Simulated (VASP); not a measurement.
# Sb (I4/mmm) in VASP: a series of runs

The runs below take Sb through single point, with PBE0, HSE06.

Everything below comes from runs of VASP 6.6.1. Logs are shortened: lines on timing, memory, paths and dates and some standing lists are left out, and cuts for length are marked.

## 1. The cell of the first run

It takes space group I4/mmm (No. 139, tetragonal). Conventional cell: a = 3.110 Å, b = 3.110 Å, c = 5.351 Å, α = 90.00°, β = 90.00°, γ = 90.00°. Within 4.1 Å of Sb (site symmetry 4/mmm) lie 12 Sb at 3.11 to 3.46 Å.

## 2. Single point, PBE0

File POSCAR:

```
Sb
1.0
   -1.5552329741      1.5552329741      2.6752861216
    1.5552329741     -1.5552329741      2.6752861216
    1.5552329741      1.5552329741     -2.6752861216
Sb
1
Direct
    0.0000000000      0.0000000000      0.0000000000
```

File INCAR.step1:

```
SYSTEM = Sb
PREC = Accurate ; ENCUT = 400
EDIFF = 1E-5 ; ISMEAR = -1
SIGMA = 0.05 ; LREAL = .False.
LASPH = .True. ; NELM = 120
ALGO = Normal ; ISIF = 2
LWAVE = .True. ; LCHARG = .False.
GGA = PE ; NBANDS = 14
GGA_COMPAT = .False.
```

File INCAR.step2:

```
SYSTEM = Sb
PREC = Accurate ; ENCUT = 400
EDIFF = 1E-6 ; ISMEAR = -1
SIGMA = 0.05 ; LREAL = .False.
LASPH = .True. ; NELM = 120
ALGO = Normal ; ISIF = 2
LWAVE = .False. ; LCHARG = .False.
GGA = PE ; LHFCALC = .True.
AEXX = 0.25 ; PRECFOCK = Normal
ISTART = 1 ; NBANDS = 14
GGA_COMPAT = .False.
```

File KPOINTS:

```
Automatic mesh
0
Gamma
  6 6 6
  0 0 0
```

Potentials or basis: VASP PAW PBE potentials, release 64 (Sb_d_GW).

On the command line:

```console
cat potpaw_PBE.64/Sb_d_GW/POTCAR > POTCAR
cp INCAR.step1 INCAR
mpirun -np 1 vasp_std > vasp.out
cp INCAR.step2 INCAR
mpirun -np 1 vasp_std > vasp.out
```

OUTCAR:

```text
SYSTEM = Sb
   PREC = Accurate
   ENCUT = 400
   EDIFF = 1E-6
   ISMEAR = -1
   LREAL = .False.
   LASPH = .True.
   NELM = 120
   ISIF = 2
   GGA = PE
   LHFCALC = .True.
   AEXX = 0.25
   PRECFOCK = Normal
   ISTART = 1

 ion  position               nearest neighbor table
   1  0.000  0.000  0.000-

  LATTYP: Found a body centered tetragonal cell.
 ALAT       =     3.1104659482
 C/A-ratio  =     1.7201835134

  Lattice vectors:

 A1 = (  -1.5552329741,   1.5552329741,   2.6752861216)
 A2 = (   1.5552329741,  -1.5552329741,   2.6752861216)
 A3 = (   1.5552329741,   1.5552329741,  -2.6752861216)

Analysis of symmetry for initial positions (statically):
=====================================================================
 Subroutine PRICEL returns:
 Original cell was already a primitive cell.

 Routine SETGRP: Setting up the symmetry group for a
 body centered tetragonal supercell.

 Subroutine GETGRP returns: Found 16 space group operations
 (whereof 16 operations were pure point group operations)
 out of a pool of 16 trial point group operations.

The static configuration has the point symmetry D_4h.

Analysis of symmetry for dynamics (positions and initial velocities):
=====================================================================
 Subroutine PRICEL returns:
 Original cell was already a primitive cell.

 Routine SETGRP: Setting up the symmetry group for a
 body centered tetragonal supercell.

 Subroutine GETGRP returns: Found 16 space group operations
 (whereof 16 operations were pure point group operations)
 out of a pool of 16 trial point group operations.

The dynamic configuration has the point symmetry D_4h.

 Subroutine INISYM returns: Found 16 space group operations
 (whereof 16 operations are pure point group operations),
 and found     1 'primitive' translations

----------------------------------------------------------------------------------------

                                     Primitive cell

  volume of cell :      25.8834

  direct lattice vectors                    reciprocal lattice vectors
    -1.555232974  1.555232974  2.675286122     0.000000000  0.321495241  0.186895897
     1.555232974 -1.555232974  2.675286122     0.321495241  0.000000000  0.186895897
     1.555232974  1.555232974 -2.675286122     0.321495241  0.321495241  0.000000000

  length of vectors
     3.463330051  3.463330051  3.463330051     0.371872648  0.371872648  0.454662930

  position of ions in fractional coordinates (direct lattice)
     0.000000000  0.000000000  0.000000000

  ion indices of the primitive-cell ions
   primitive index   ion index
                 1           1

----------------------------------------------------------------------------------------

 KPOINTS: Automatic mesh

Automatic generation of k-mesh.
 Grid dimensions read from file:
 generate k-points for:    6    6    6

 Generating k-lattice:

  Cartesian coordinates                     Fractional coordinates (reciprocal lattice)
     0.000000000  0.053582540  0.031149316     0.166666667  0.000000000 -0.000000000
     0.053582540  0.000000000  0.031149316     0.000000000  0.166666667 -0.000000000
     0.053582540  0.053582540  0.000000000     0.000000000  0.000000000  0.166666667

  Length of vectors
     0.061978775  0.061978775  0.075777155

  Shift w.r.t. Gamma in fractional coordinates (k-lattice)
     0.000000000  0.000000000  0.000000000

 Subroutine IBZKPT returns following result:
 ===========================================

 Found     30 irreducible k-points:

 Following reciprocal coordinates:
            Coordinates               Weight
  0.000000  0.000000  0.000000      1.000000
  0.166667  0.000000 -0.000000      8.000000
  0.333333  0.000000 -0.000000      8.000000
  0.500000  0.000000  0.000000      4.000000
  0.166667  0.166667 -0.000000      8.000000
  0.333333  0.166667  0.000000     16.000000
[... 16 lines left out ...]
 -0.333333 -0.333333  0.166667      8.000000
 -0.166667 -0.333333  0.166667      8.000000
 [... further k-points ...]
   k-points           NKPTS =     30   k-points in BZ     NKDIM =    216   number of bands    NBANDS=     14
   number of dos      NEDOS =    301   number of ions     NIONS =      1
   total plane-waves  NPLWV =  13824
   dimension x,y,z NGX =    24 NGY =   24 NGZ =   24
   dimension x,y,z NGXF=    48 NGYF=   48 NGZF=   48
   ions per type =               1
   NGX,Y,Z   is equivalent  to a cutoff of  11.52, 11.52, 11.52 a.u.
   NGXF,Y,Z  is equivalent  to a cutoff of  23.04, 23.04, 23.04 a.u.
 SYSTEM =  Sb
   PREC   = accura    normal or accurate (medium, high low for compatibility)
   ISTART =      1    job   : 0-new  1-cont  2-samecut
   ICHARG =      0    charge: 1-file 2-atom 10-const
   ISPIN  =      1    spin polarized calculation?
   LNONCOLLINEAR =      F non collinear calculations
   LSORBIT =      F    spin-orbit coupling
   LASPH  =      T    aspherical Exc in radial PAW
   ENCUT  =  400.0 eV  29.40 Ry    5.42 a.u.   5.65  5.65  5.65*2*pi/ulx,y,z
   NELM   =    120;   NELMIN=  2; NELMDL=  0     # of ELM steps
   EDIFF  = 0.1E-05   stopping-criterion for ELM
   LREAL  =      F    real-space projection
   EDIFFG = 0.1E-04   stopping-criterion for IOM
   NSW    =      0    number of steps for IOM
   IBRION =     -1    ionic relax: 0-MD 1-quasi-New 2-CG
   NFREE  =      0    steps in history (QN), initial steepest desc. (CG)
   ISIF   =      2    stress and relaxation
   ISYM   =      3    0-nonsym 1-usesym 2-fastsym
   POTIM  = 0.5000    time-step for ionic-motion
   TEBEG  =    0.0;   TEEND  =   0.0 temperature during run
   PSTRESS=    0.0 pullay stress
   NELECT =      15.0000    total number of electrons
   NUPDOWN=      -1.0000    fix difference up-down
   EMIN   =  10.00;   EMAX   =-10.00  energy-range for DOS
   EFERMI =   0.00;   METHOD = LEGACY
   ISMEAR =    -1;   SIGMA  =   0.05  broadening in eV -4-tet -1-fermi 0-gaus
   EFERMI_NEDOS =   21; number of points for ismear=-14 and -15
   IALGO  =     38    algorithm
   IMIX   =      1    mixing-type and parameters
     AMIX     =   0.40;   BMIX     =  1.00
     AMIX_MAG =   1.60;   BMIX_MAG =  1.00
  volume/ion in A,a.u.               =      25.88       174.67
  Fermi-wavevector in a.u.,A,eV,Ry     =   1.364892  2.579271 25.346694  1.862929
  Thomas-Fermi vector in A             =   2.491168
   LORBIT       =      0    0 simple, 1 ext, 2 COOP (PROOUT), +10 PAW based schemes
   GGA     = PE    functional components
   LHFCALC =     T    Hartree Fock is set to
   PRECFOCK=normal    Normal, Fast or Accurate (Low or Medium for compatibility)
   ENCUT4O =  -1.0   cutoff for four orbital integrals eV
   NKREDX  =     1    reduce k-point grid by
   NKREDY  =     1    reduce k-point grid by
   NKREDZ  =     1    reduce k-point grid by
   AEXX    =    0.2500 exact exchange contribution
   HFSCREEN=    0.0000 screening length (either q_TF or 0.3 A-1)
   HFSCREENC=   0.0000 screening length for correlation (either q_TF or 0.3 A-1)
   ENCUTFOCK=  -1.0 apply spherical cutoff to Coloumb kernel
   IVDW    =     0    specifies the selected vdW correction
   LEPSILON=     F    determine dielectric tensor
   LRPA    =     F    only Hartree local field effects (RPA)
 non-spin polarized calculation
  energy-cutoff  :      400.00
  volume of cell :       25.88
 maximum number of plane-waves:       493
 NGX is ok and might be reduce to    24
  NGX = 18; NGY = 18; NGZ = 18

 number of electron      15.0000008 magnetization

 Free energy of the ion-electron system (eV)
  ---------------------------------------------------
  ext. energy  EPLUGINS =         0.00000000
  ---------------------------------------------------
  free energy    TOTEN  =        -5.14876858 eV

  energy without entropy =       -5.14701598  energy(sigma->0) =       -5.14789228

 E-fermi :   7.3368     XC(G=0):  -8.5402

 val. band max:        6.3745020935   @ k =  -0.3333   0.3333   0.0000
 cond. band min:       7.4725659265   @ k =   0.5000   0.3333  -0.0000
 fundamental gap:      1.0980638330
 Fermi energy:         7.3367682104

 k-point     1 :       0.0000    0.0000    0.0000
  band No.  band energies     occupation
      1     -25.6399      2.00000
      2     -25.6171      2.00000
      3     -25.5664      2.00000
      4     -25.5664      2.00000
      5     -25.4713      2.00000
      6      -8.5330      2.00000
      7      12.7714      0.00000
      8      13.5898      0.00000
      9      13.5898      0.00000
     10      18.0017      0.00000
     11      18.4789      0.00000
     12      19.4135      0.00000
     13      19.4338      0.00000
     14      19.4523      0.00000

 k-point     2 :       0.1667    0.0000   -0.0000
  band No.  band energies     occupation
      1     -25.6273      2.00000
      2     -25.5950      2.00000
      3     -25.5693      2.00000
      4     -25.5576      2.00000
      5     -25.4808      2.00000
      6      -7.8909      2.00000
      7       9.1631      0.00000
      8      11.6390      0.00000
      9      13.4679      0.00000
     10      16.0407      0.00000
     11      17.7452      0.00000
     12      20.3078      0.00000
     13      20.4779      0.00000
     14      22.0764      0.00000

 k-point     3 :       0.3333    0.0000   -0.0000
  band No.  band energies     occupation
      1     -25.6294      2.00000
      2     -25.5886      2.00000
      3     -25.5447      2.00000
      4     -25.5113      2.00000
      5     -25.4962      2.00000
      6      -6.0043      2.00000
      7       2.9038      2.00000
      8       9.9296      0.00000
      9      13.4301      0.00000
     10      14.4530      0.00000
     11      17.6607      0.00000
     12      20.4535      0.00000
     13      20.5980      0.00000
     14      23.4557      0.00000
[... 324 lines left out ...]
 k-point    23 :      -0.3333   -0.3333    0.1667
  band No.  band energies     occupation
      1     -25.6088      2.00000
      2     -25.5969      2.00000
      3     -25.5412      2.00000
      4     -25.5291      2.00000
      5     -25.4839      2.00000
      6      -5.1259      2.00000
      7       3.4704      2.00000
      8       6.1779      2.00000
      9       7.7064      0.00123
     10      18.2863      0.00000
     11      18.8931      0.00000
     12      21.6331      0.00000
     13      22.5737      0.00000
     14      23.4006      0.00000

 k-point    24 :      -0.1667   -0.3333    0.1667
  band No.  band energies     occupation
      1     -25.6351      2.00000
      2     -25.6043      2.00000
      3     -25.5447      2.00000
      4     -25.5360      2.00000
      5     -25.4737      2.00000
      6      -6.6336      2.00000
      7       5.2949      2.00000
      8       8.0728      0.00000
      9      11.5393      0.00000
     10      15.3673      0.00000
     11      18.3820      0.00000
     12      20.6592      0.00000
     13      23.8942      0.00000
     14      24.7917      0.00000

 [... further k-points ...]

------------------------ aborting loop because EDIFF is reached ----------------------------------------

  FORCE on cell =-STRESS in cart. coord.  units (eV):
  Direction    XX          YY          ZZ          XY          YZ          ZX
  --------------------------------------------------------------------------------------
  -------------------------------------------------------------------------------------
  Total        0.5051082      0.5051082     -0.1577243      0.0000000     -0.0000000      0.0000000
  in kB       31.2661134     31.2661134     -9.7631080      0.0000000     -0.0000000      0.0000000
  external PRESSURE =      17.5897063 kB  Pullay stress =       0.0000000 kB

 VOLUME and BASIS-vectors are now :
 -----------------------------------------------------------------------------
  energy-cutoff  :      400.00
  volume of cell :       25.88
      direct lattice vectors                 reciprocal lattice vectors
    -1.555232974  1.555232974  2.675286122     0.000000000  0.321495241  0.186895897
     1.555232974 -1.555232974  2.675286122     0.321495241  0.000000000  0.186895897
     1.555232974  1.555232974 -2.675286122     0.321495241  0.321495241  0.000000000

 POSITION                                       TOTAL-FORCE (eV/Angst)
 -----------------------------------------------------------------------------------
      0.00000      0.00000      0.00000         0.000000     -0.000000      0.000000
 -----------------------------------------------------------------------------------
    total drift:                               -0.000000      0.000000      0.000002

  FREE ENERGIE OF THE ION-ELECTRON SYSTEM (eV)
  ---------------------------------------------------
  free  energy   TOTEN  =        -5.1487685769 eV

  energy  without entropy=       -5.1470159811  energy(sigma->0) =       -5.14789228
```

It took 19 min on 1 thread of Intel Xeon Platinum 8559C (Emerald Rapids), shared host; peak memory 0.15 GiB.

What came out:

```yaml
Free_energy: -5.1488 eV
Pressure: 1.8 GPa
Band_gap_on_the_k_mesh: zero (an odd number of electrons rules out a gap without spin polarisation)
```

Caveat: the k points lie up to 0.39 Å⁻¹ apart, too coarse for converged energies and pressures of a metal; the PAW data sets were made with another functional, which shifts forces and pressure a little; spin-orbit coupling is left out, which moves the levels of the heavy elements; an odd number of electrons without spin polarisation forces a metal; a magnetic or distorted state may lie lower.

## 3. Single point, PBE0

This run uses another cell than the first one, of 26.57 Å³/atom.

File POSCAR:

```
Sb
1.0
   -1.5815428422      1.5815428422      2.6554277091
    1.5815428422     -1.5815428422      2.6554277091
    1.5815428422      1.5815428422     -2.6554277091
Sb
1
Direct
    0.0000000000      0.0000000000      0.0000000000
```

File INCAR.step1:

```
SYSTEM = Sb
PREC = Accurate ; ENCUT = 400
EDIFF = 1E-5 ; ISMEAR = -1
SIGMA = 0.05 ; LREAL = .FALSE.
LASPH = .TRUE. ; NELM = 120
ALGO = Normal ; ISIF = 2
LWAVE = .TRUE. ; LCHARG = .FALSE.
GGA = PE ; NBANDS = 14
GGA_COMPAT = .FALSE.
```

File INCAR.step2:

```
SYSTEM = Sb
PREC = Accurate ; ENCUT = 400
EDIFF = 1E-6 ; ISMEAR = -1
SIGMA = 0.05 ; LREAL = .FALSE.
LASPH = .TRUE. ; NELM = 120
ALGO = Normal ; ISIF = 2
LWAVE = .FALSE. ; LCHARG = .FALSE.
GGA = PE ; LHFCALC = .TRUE.
AEXX = 0.25 ; PRECFOCK = Normal
ISTART = 1 ; NBANDS = 14
GGA_COMPAT = .FALSE.
```

File KPOINTS:

```
regular mesh
0
G
  6 6 6
  0 0 0
```

Potentials or basis: VASP PAW PBE potentials, release 64 (Sb_d_GW).

On the command line:

```console
cat potpaw_PBE.64/Sb_d_GW/POTCAR > POTCAR
cp INCAR.step1 INCAR
mpirun -np 1 vasp_std > vasp.out
cp INCAR.step2 INCAR
mpirun -np 1 vasp_std > vasp.out
```

Wall time 30 min (1 thread of Intel Xeon Platinum 8259CL at 2.50GHz (Skylake/Cascade Lake), shared host); peak memory 0.16 GiB.

The run converged. Its results:

- Free energy: -5.1586 eV
- Pressure: -0.6 GPa
- Band gap on the k mesh: zero (an odd number of electrons rules out a gap without spin polarisation)

Stress tensor (GPa, compression positive):
```
-0.56  0.00  0.00
 0.00 -0.56  0.00
 0.00  0.00 -0.66
```

Levels at points of the mesh, in eV from the Fermi level:
```csv
k point,band 4,band 5,band 6,band 7,band 8,band 9,band 10,band 11,band 12,band 13
"(0.00, 0.00, 0.00)",-32.94,-32.85,-15.67,5.41,5.98,5.98,10.53,11.00,11.80,11.80
"(0.50, 0.00, 0.00)",-32.87,-32.85,-11.24,-7.78,2.09,5.68,6.79,10.77,11.08,11.70
"(0.50, 0.50, 0.00)",-32.89,-32.79,-8.43,-6.23,-1.98,0.39,3.59,4.44,16.94,17.19
"(0.50, 0.50, 0.50)",-32.88,-32.84,-11.13,-7.55,1.87,1.87,5.96,6.16,22.05,22.34
```

Caveat: the k points lie up to 0.39 Å⁻¹ apart, too coarse for converged energies and pressures of a metal; the PAW data sets were made with another functional, which shifts forces and pressure a little; spin-orbit coupling is left out, which moves the levels of the heavy elements; an odd number of electrons without spin polarisation forces a metal; a magnetic or distorted state may lie lower.

## 4. Single point, HSE06

This run uses another cell than the first one, of 26.62 Å³/atom.

File POSCAR:

```
Sb
1.0
   -1.5830173270      1.5830173270      2.6552842350
    1.5830173270     -1.5830173270      2.6552842350
    1.5830173270      1.5830173270     -2.6552842350
Sb
1
Direct
    0.0000000000      0.0000000000      0.0000000000
```

File INCAR.step1:

```
SYSTEM = Sb
PREC = Accurate ; ENCUT = 400
EDIFF = 1E-5 ; ISMEAR = -1
SIGMA = 0.05 ; LREAL = .False.
LASPH = .True. ; NELM = 120
ALGO = Normal ; ISIF = 2
LWAVE = .True. ; GGA = PE
NBANDS = 14 ; GGA_COMPAT = .False.
```

File INCAR.step2:

```
SYSTEM = Sb
PREC = Accurate ; ENCUT = 400
EDIFF = 1E-6 ; ISMEAR = -1
SIGMA = 0.05 ; LREAL = .False.
LASPH = .True. ; NELM = 120
ALGO = Normal ; ISIF = 2
LWAVE = .False. ; LCHARG = .True.
GGA = PE ; LHFCALC = .True.
HFSCREEN = 0.2079 ; PRECFOCK = Normal
LELF = .True. ; LVHAR = .True.
ISTART = 1 ; NBANDS = 14
GGA_COMPAT = .False.
```

File KPOINTS:

```
regular mesh
0
Gamma
  6 6 6
  0 0 0
```

On the command line:

```console
cat potpaw_PBE.64/Sb_d_GW/POTCAR > POTCAR
cp INCAR.step1 INCAR
mpirun -np 1 vasp_std > vasp.out
cp INCAR.step2 INCAR
mpirun -np 1 vasp_std > vasp.out
```

Run time: 15 min. Hardware: 1 thread of AMD EPYC 9R45 (Zen 5), shared host; peak memory 0.22 GiB.

The run converged. Its results:

```
Free energy            : -4.6089 eV
Pressure               : -0.5 GPa
Band gap on the k mesh : zero (an odd number of electrons rules out a gap without spin polarisation)
```

Levels at points of the mesh, in eV from the Fermi level:
```
           k point  band 5  band 6  band 7  band 8  band 9  band 10  band 11  band 12
(0.00, 0.00, 0.00)  -32.18  -14.96    5.25    5.81    5.81    10.38    10.88    11.64
(0.50, 0.00, 0.00)  -32.17  -10.55   -7.07    2.01    5.51     6.70    10.65    10.92
(0.50, 0.50, 0.00)  -32.11   -7.77   -5.54   -1.39    0.34     3.53     4.36    16.80
(0.50, 0.50, 0.50)  -32.16  -10.43   -6.84    1.81    1.81     5.87     6.07    21.87
```

Caveat: the k points lie up to 0.39 Å⁻¹ apart, too coarse for converged energies and pressures of a metal; the PAW data sets were made with another functional, which shifts forces and pressure a little; spin-orbit coupling is left out, which moves the levels of the heavy elements; an odd number of electrons without spin polarisation forces a metal; a magnetic or distorted state may lie lower.

## 5. The runs side by side

```csv
level,cell,screening parameter,gap on the mesh (eV),pressure (GPa)
PBE0,"a = 3.463 Å, angles 126.6, 126.6, 78.8°, 1 atom",-,none,1.8
PBE0,"a = 3.472 Å, angles 125.8, 125.8, 80.2°, 1 atom",-,none,-0.6
HSE06,"a = 3.473 Å, angles 125.8, 125.8, 80.3°, 1 atom",0.2079 1/Å,none,-0.5
```

Alike in all rows: task single point; potentials or basis VASP PAW PBE potentials, release 64 (Sb_d_GW); no spin polarisation; k mesh 6 × 6 × 6; cutoff (eV) 400; smearing fermi-dirac 0.05 eV.

Caveats: all runs use coarse meshes; the PAW data sets were made with another functional, which shifts forces and pressure a little; spin-orbit coupling is left out, which moves the levels of the heavy elements; an odd number of electrons without spin polarisation forces a metal; a magnetic or distorted state may lie lower.

Total energies depend on the potentials used, so only differences within one code and one set of settings carry meaning.

The gap in the log of VASP goes by the Fermi energy; the results here count the filled bands.